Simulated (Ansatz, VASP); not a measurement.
# One calculation of W3N4, two programs

INCAR

```
SYSTEM = W3N4
  ALGO = Normal
  EDIFF = 1E-6
  EDIFFG = -0.01
  ENCUT = 600
  GGA = PE
  IBRION = 2
  ISIF = 3
  ISMEAR = 0
  LASPH = .TRUE.
  LCHARG = .FALSE.
  LREAL = .FALSE.
  LWAVE = .FALSE.
  NELM = 100
  NSW = 80
  PREC = Accurate
  SIGMA = 0.1
```

The input KPOINTS:

```
k-points
0
G
  10 10 10
  0 0 0
```

Contents of POSCAR:

```
W3N4
1.0
    4.1220000000      0.0000000000      0.0000000000
    0.0000000000      4.1220000000      0.0000000000
    0.0000000000      0.0000000000      4.1220000000
W N
3 4
Direct
    0.5000000000      0.5000000000      0.0000000000
    0.0000000000      0.5000000000      0.5000000000
    0.5000000000      0.0000000000      0.5000000000
    0.5000000000      0.5000000000      0.5000000000
    0.5000000000      0.0000000000      0.0000000000
    0.0000000000      0.5000000000      0.0000000000
    0.0000000000      0.0000000000      0.5000000000
```

Input for Ansatz:

```yaml
crystal:
  lattice:
    - [4.122, 0.0, 0.0]
    - [0.0, 4.122, 0.0]
    - [0.0, 0.0, 4.122]
  atoms:
    - { symbol: W, position: [0.5, 0.5, 0.0] }
    - { symbol: W, position: [0.0, 0.5, 0.5] }
    - { symbol: W, position: [0.5, 0.0, 0.5] }
    - { symbol: "N", position: [0.5, 0.5, 0.5] }
    - { symbol: "N", position: [0.5, 0.0, 0.0] }
    - { symbol: "N", position: [0.0, 0.5, 0.0] }
    - { symbol: "N", position: [0.0, 0.0, 0.5] }
basis:
  ecutwfc: 420
kpoints:
  mp_grid: { grid: [10, 10, 10] }
hamiltonian:
  xc: pbe
scf:
  occupations: { method: gaussian, width: 0.1 }
output:
  forces: true
  stress: true
  eigenvalues: true
relax:
  adjacent_minimum: "off"
  f_tol: 0.01
  max_steps: 60
  cell: { stress_tol: 0.05 }
```

Alike in both runs: task relaxation of cell and atoms; functional PBE; k mesh 10 × 10 × 10; occupations gaussian, width 0.1 eV; no spin polarisation.

|  | VASP | Ansatz |
| --- | --- | --- |
| version | VASP 6.6.1 | Ansatz 0.2.0 |
| potentials or method | VASP PAW PBE potentials, release 64 (W_sv, N), cutoff 600 eV | scalar-relativistic, plane waves, PAW |
| valence electrons in the cell | 62 | 62 |

|  | VASP | Ansatz | Ansatz less VASP |
| --- | --- | --- | --- |
| gap on the k mesh at the Fermi level, each at its own relaxed structure (eV) | none | none | - |
| relaxed volume (Å³/atom) | 10.74 | 10.70 | -0.035 |
| relaxed length of the cell vector where the two differ most in proportion (Å) | 4.220 | 4.215 | -0.0046 |

A gap of «none» marks a metal or a gap that the smearing closes.

Spin-orbit coupling is off throughout.
